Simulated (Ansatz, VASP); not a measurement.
## W2CN4 in VASP and in Ansatz

```
CELL_PARAMETERS angstrom
0.00000 3.97080 3.97080
3.97080 0.00000 3.97080
3.97080 3.97080 0.00000
ATOMIC_POSITIONS crystal
W 0.62500 0.12500 0.62500
W 0.62500 0.62500 0.12500
W 0.12500 0.62500 0.62500
W 0.62500 0.62500 0.62500
C 0.00000 0.00000 0.00000
C 0.25000 0.25000 0.25000
N 0.89075 0.89075 0.32776
N 0.89075 0.32776 0.89075
N 0.32776 0.89075 0.89075
N 0.89075 0.89075 0.89075
N 0.35925 0.92224 0.35925
N 0.35925 0.35925 0.92224
N 0.35925 0.35925 0.35925
N 0.92224 0.35925 0.35925
```

Alike in both runs: functional PBE; k mesh 8 × 8 × 8; occupations gaussian, width 0.1 eV; no spin polarisation.

Ansatz relaxed the structure, and its values are those at the end. VASP's run is a single point on that final structure, the one shown.

```csv
,VASP,Ansatz
version,VASP 6.6.1,Ansatz 0.2.0
potentials or method,"VASP PAW PBE potentials, release 64 (W_sv, C_h, N_h), cutoff 910 eV","scalar-relativistic, plane waves, PAW"
valence electrons in the cell,104,104
```

Ansatz gave:

| Item | Value |
| --- | --- |
| gap on the k mesh at the Fermi level (eV) | none |
| rms of the force components (eV/Å) | 0.001 |

Question: Which values does VASP return?

Answer: gap on the k mesh at the Fermi level (eV): none; rms of the force components (eV/Å): 0.036.

A gap of «none» marks a metal or a gap that the smearing closes. The functional is the same, so the differences come from potentials, cutoffs and numerics.

Neither program's run includes spin-orbit coupling. Noted on VASP's run: the cutoff is short for stress, so the pressure is rough.
